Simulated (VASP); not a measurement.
**Au: single point with PBEsol**

The system is Au.

```xyz
2
Lattice="2.8596 0.0000 0.0000 -1.4298 2.4765 0.0000 0.0000 0.0000 4.8120" Properties=species:S:1:pos:R:3 pbc="T T T"
Au    0.0000    1.6510    3.6090
Au    1.4298    0.8255    1.2030
```

This isn't the form of Au at room conditions, which is fcc.

| Quantity | Value |
| --- | --- |
| Program | VASP 6.6.1 |
| Task | single point |
| Functional | PBEsol |
| Potentials or basis | VASP PAW PBE potentials, release 64 (Au) |
| Cutoff | 520 eV |
| k mesh | 16 × 16 × 9 |
| Occupations | gaussian, width 0.05 eV |
| Spin | no spin polarisation |
| Dipole correction | no |
| Further INCAR settings | ALGO = Normal; EDIFF = 1e-06; NBANDS = 18 |

| Quantity | Value |
| --- | --- |
| Pressure | -0.3 GPa |
| Band gap on the k mesh | zero (bands 11 and 12 overlap by 5.87 eV) |

Stress tensor (GPa, compression positive):
```
 0.19  0.00  0.00
 0.00  0.19  0.00
 0.00  0.00 -1.27
```

Levels at points of the mesh, in eV from the Fermi level:
```
           k point  band 7  band 8  band 9  band 10  band 11  band 12  band 13  band 14  band 15  band 16
(0.00, 0.00, 0.00)   -4.25   -3.54   -3.54    -2.17    -2.17    -1.23     2.65    14.57    15.66    16.76
(0.50, 0.00, 0.00)   -3.73   -1.94   -1.84    -1.66     0.36     1.59     5.71     7.25     7.33    10.33
```

It took 34 s on 1 thread of Intel(R) Xeon(R) Platinum 8488C (Sapphire Rapids), with other jobs on the host, peak memory 0.21 GiB.

Caveat: the PAW data sets were made with another functional, which shifts forces and pressure a little; spin-orbit coupling is left out, which moves the levels of the heavy elements.
